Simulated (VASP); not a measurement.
A run of VASP 6.6.1 is set up as follows.

POSCAR

```
BN
1.0
    0.0000000000      3.3393983313      2.1688414181
    1.2538485156      0.0000000000      2.1688414181
    1.2538485156      3.3393983313      0.0000000000
B N
1 1
Direct
    0.0001069422      0.0001069422      0.9998930578
    0.6665930478      0.6665930478      0.3334069522
```

INCAR.step1

```
  PREC = Accurate
  ENCUT = 600
  ISMEAR = -1
  SIGMA = 0.02
  LREAL = F
  LASPH = T
  NELM = 100
  GGA = PE
  ALGO = Normal
  EDIFF = 1E-4
  LWAVE = T
  LCHARG = F
```

Contents of INCAR.step2:

```
  PREC = Accurate
  ENCUT = 600
  EDIFF = 1E-6
  ISMEAR = -1
  SIGMA = 0.02
  LREAL = F
  LASPH = T
  NELM = 100
  ALGO = Normal
  ISIF = 3
  LWAVE = F
  LCHARG = F
  METAGGA = R2SCAN
  LMIXTAU = T
  LUSE_VDW = T
  IVDW_NL = 2
  BPARAM = 11.95
  CPARAM = 0.0093
  IBRION = 2
  NSW = 80
  EDIFFG = -0.005
  ISTART = 1
```

Contents of KPOINTS:

```
regular mesh
0
Gamma
  10 10 10
```

Potentials or basis: VASP PAW PBE potentials, release 64 (B, N).

Run with:

```console
$ cat potpaw_PBE.64/B/POTCAR potpaw_PBE.64/N/POTCAR > POTCAR
$ cp INCAR.step1 INCAR
$ mpirun -np 1 vasp_std > vasp.out
$ cp INCAR.step2 INCAR
$ mpirun -np 1 vasp_std > vasp.out
```

(1) Estimate the relaxed cell.

(2) Predict the space group after relaxing (to 0.05 Å).

(3) Estimate the relaxed volume.

(4) Estimate the band gap on the k mesh.

Answers

(1) a = 3.931 Å, b = 2.501 Å, c = 3.512 Å, α = 79.72°, β = 38.76°, γ = 61.53°.

(2) Fmm2 (No. 42).

(3) 8.89 Å³/atom.

(4) 3.98 eV, indirect (least direct gap 5.34 eV).

Caveat: the PAW data sets were made with another functional, which shifts forces and pressure a little.
